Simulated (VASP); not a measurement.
# SiC (P6_3mc) in VASP: settings compared, part 2 of 2

VASP 6.6.1.

### Step 4. Relaxation of cell and atoms, LDA

This run uses another cell than the first one, of 10.50 Å³/atom, 1.016 times its volume.

INCAR

```
PREC = Accurate ; ENCUT = 600
EDIFF = 1E-6 ; ISMEAR = -1
SIGMA = 0.02 ; LREAL = False
LASPH = True ; NELM = 60
ALGO = Normal ; ISIF = 3
LWAVE = False ; LCHARG = False
IBRION = 2 ; NSW = 80
EDIFFG = -0.005
```

KPOINTS

```
regular mesh
0
Gamma
  12 12 4
```

POSCAR

```
SiC
1.0
    3.0918273337      0.0000000000      0.0000000000
   -1.5459136669      2.6776010151      0.0000000000
    0.0000000000      0.0000000000      5.0742732797
Si C
2 2
Direct
    0.3333333333      0.6666666667     -0.0004133941
    0.6666666667      0.3333333333      0.4995866059
    0.3333333333      0.6666666667      0.3754133941
    0.6666666667      0.3333333333      0.8754133941
```

Potentials or basis: VASP PAW LDA potentials, release 64 (Si, C).

Command:

```sh
$ cat potpaw_LDA.64/Si/POTCAR potpaw_LDA.64/C/POTCAR > POTCAR
$ mpirun -np 1 vasp_std > vasp.out
```

It took 3 min on 1 thread of Intel Xeon 8259CL, shared host; peak memory 0.17 GiB.

Results (log left out):

| Property | Result |
| --- | --- |
| Free energy | -33.2826 eV |
| Relaxed volume | 10.15 Å³/atom |
| Relaxed cell | a = 3.057 Å, b = 3.057 Å, c = 5.018 Å, α = 90.00°, β = 90.00°, γ = 120.00° |
| Space group after relaxing (to 0.05 Å) | P6_3mc (No. 186) |
| Energy gained by relaxing | 8.0 meV/atom |
| Ionic steps | 6 |
| Pressure after relaxing | 0.0 GPa |
| Band gap on the k mesh | 2.12 eV, indirect (least direct gap 3.91 eV) |

The path:
| step | energy change (eV) | largest force (eV/Å) | pressure (GPa) | volume (Å³) |
| --- | --- | --- | --- | --- |
| 1 | 0.0000 | 0.0051 | -7.23 | 42.01 |
| 2 | 0.0058 | 0.0229 | 8.78 | 39.19 |
| 3 | -0.0322 | 0.0074 | -0.05 | 40.63 |
| 4 | -0.0322 | 0.0077 | 0.10 | 40.60 |
| 5 | -0.0322 | 0.0099 | -0.09 | 40.63 |
| 6 | -0.0322 | 0.0009 | 0.01 | 40.62 |

Final structure:
```
CELL_PARAMETERS angstrom
3.05735 0.00000 0.00000
-1.52868 2.64775 0.00000
0.00000 0.00000 5.01764
ATOMIC_POSITIONS crystal
Si 0.33333 0.66667 0.99960
Si 0.66667 0.33333 0.49960
C 0.33333 0.66667 0.37540
C 0.66667 0.33333 0.87540
```

Levels at points of the mesh, in eV from the valence-band top:
```csv
k point,band 6,band 7,band 8,band 9,band 10,band 11
"(0.00, 0.00, 0.00)",-0.11,0.00,0.00,4.92,6.41,6.66
"(0.50, 0.00, 0.00)",-3.37,-3.36,-1.20,2.71,4.16,6.95
"(0.00, 0.00, 0.50)",-0.72,-0.72,-0.72,5.99,5.99,7.34
"(0.50, 0.00, 0.50)",-2.47,-2.35,-2.35,3.25,3.25,5.23
```

A k mesh can miss the band edges. As with any semilocal functional, this LDA gap is likely too small.

### Step 5. Relaxation of cell and atoms, PBE

This run uses another cell than the first one, of 9.15 Å³/atom, 0.885 times its volume.

INCAR

```
SYSTEM = SiC
PREC     = Accurate       ! precision mode
ENCUT    = 600            ! plane-wave cutoff, eV
EDIFF    = 1E-6           ! SCF threshold, eV
ISMEAR   = -1             ! smearing method
SIGMA    = 0.02           ! smearing width, eV
LREAL    = .FALSE.        ! projectors in reciprocal space
LASPH    = .TRUE.         ! aspherical terms in the spheres
NELM     = 100            ! most SCF steps
ALGO     = Normal         ! electronic algorithm
ISIF     = 3              ! what is computed and relaxed
LWAVE    = .FALSE.        ! write WAVECAR
LCHARG   = .FALSE.        ! write CHGCAR
GGA      = PE             ! functional
IBRION   = 2              ! ionic algorithm
NSW      = 80             ! ionic steps
EDIFFG   = -0.005         ! ionic threshold
```

KPOINTS

```
Automatic mesh
0
G
  12 12 6
  0 0 0
```

POSCAR

```
SiC
1.0
    2.9581671127      0.0000000000      0.0000000000
   -1.4790835564      2.5618478682      0.0000000000
    0.0000000000      0.0000000000      4.8306868950
Si C
2 2
Direct
    0.3333333333      0.6666666667      0.0000000000
    0.6666666667      0.3333333333      0.5000000000
    0.3333333333      0.6666666667      0.3750000000
    0.6666666667      0.3333333333      0.8750000000
```

Potentials or basis: VASP PAW PBE potentials, release 64 (Si, C).

Command:

```sh
$ cat potpaw_PBE.64/Si/POTCAR potpaw_PBE.64/C/POTCAR > POTCAR
$ mpirun -np 1 vasp_std > vasp.out
```

It took 3.6 min on 1 thread of Intel Xeon 8259CL, shared host; peak memory 0.18 GiB.

Results (log left out):

```
Free energy                            : -30.1085 eV
Relaxed volume                         : 10.50 Å³/atom
Relaxed cell                           : a = 3.092 Å, b = 3.092 Å, c = 5.073 Å, α = 90.00°, β = 90.00°, γ = 120.00°
Space group after relaxing (to 0.05 Å) : P6_3mc (No. 186)
Energy gained by relaxing              : 143.4 meV/atom
Ionic steps                            : 9
Pressure after relaxing                : 0.0 GPa
Band gap on the k mesh                 : 2.30 eV, indirect (least direct gap 3.94 eV)
```

Forces on the atoms (eV/Å):
```
Si   0.000  0.000  0.002
Si   0.000  0.000  0.002
C    0.000  0.000 -0.002
C    0.000  0.000 -0.002
```

Stress tensor (GPa, compression positive):
```
-0.04  0.00  0.00
 0.00 -0.04  0.00
 0.00  0.00  0.04
```

The path:
```csv
step,energy change (eV),largest force (eV/Å),pressure (GPa),volume (Å³)
1,0.0000,0.1667,38.05,36.61
2,0.0849,0.1325,-24.84,49.37
3,-0.5728,0.0723,-0.84,42.16
4,-0.5732,0.0691,-0.09,42.01
5,-0.5731,0.0665,0.48,41.90
6,-0.5733,0.0403,0.39,41.92
7,-0.5734,0.0006,0.42,41.91
8,-0.5735,0.0045,-0.28,42.05
9,-0.5735,0.0024,-0.02,42.00
```

Final structure:
```
Si C
1.0
     3.09175    0.00000    0.00000
    -1.54588    2.67754    0.00000
     0.00000    0.00000    5.07305
Si C
2 2
Direct
  0.33333 0.66667 0.99956
  0.66667 0.33333 0.49956
  0.33333 0.66667 0.37544
  0.66667 0.33333 0.87544
```

Levels at points of the mesh, in eV from the valence-band top:
| k point | band 5 | band 6 | band 7 | band 8 | band 9 | band 10 | band 11 | band 12 |
| --- | --- | --- | --- | --- | --- | --- | --- | --- |
| (0.00, 0.00, 0.00) | -1.31 | -0.11 | 0.00 | 0.00 | 4.67 | 6.05 | 6.58 | 6.58 |
| (0.50, 0.00, 0.00) | -5.37 | -3.29 | -3.24 | -1.19 | 2.75 | 4.21 | 6.76 | 7.07 |
| (0.00, 0.00, 0.50) | -0.71 | -0.71 | -0.71 | -0.71 | 5.76 | 5.76 | 7.27 | 7.27 |
| (0.50, 0.00, 0.50) | -2.42 | -2.42 | -2.31 | -2.31 | 3.25 | 3.25 | 5.19 | 5.19 |

A k mesh can miss the band edges. Expect the measured gap to be larger: semilocal functionals such as PBE lack the derivative discontinuity.

### Step 6. Summary

```tsv
task	level	potentials or basis	cell	k mesh	cutoff (eV)	smearing	gap on the mesh (eV)	pressure (GPa)	relaxed volume (Å³/atom)
single point	r2SCAN	VASP PAW PBE potentials, release 64 (Si, C)	a = 3.075, b = 3.075, c = 5.048 Å, angles 90.0, 90.0, 120.0°, 4 atoms	12 × 12 × 6	520	gaussian 0.01 eV	2.66	-0.2	-
relaxation of cell and atoms	PBEsol	VASP PAW PBE potentials, release 64 (Si, C)	relaxed from a = 3.092, b = 3.092, c = 5.074 Å, angles 90.0, 90.0, 120.0°, 4 atoms	12 × 12 × 4	600	fermi-dirac 0.02 eV	2.12	0.0	10.35
relaxation of cell and atoms	LDA	VASP PAW LDA potentials, release 64 (Si, C)	relaxed from a = 3.092, b = 3.092, c = 5.074 Å, angles 90.0, 90.0, 120.0°, 4 atoms	12 × 12 × 4	600	fermi-dirac 0.02 eV	2.12	0.0	10.15
relaxation of cell and atoms	PBE	VASP PAW PBE potentials, release 64 (Si, C)	relaxed from a = 2.958, b = 2.958, c = 4.831 Å, angles 90.0, 90.0, 120.0°, 4 atoms	12 × 12 × 6	600	fermi-dirac 0.02 eV	2.30	0.0	10.50
```

Alike in all rows: no spin polarisation.

Caveats: the PAW data sets were made with another functional, which shifts forces and pressure a little (some runs).

Absolute energies hang on the potentials; compare differences alone.
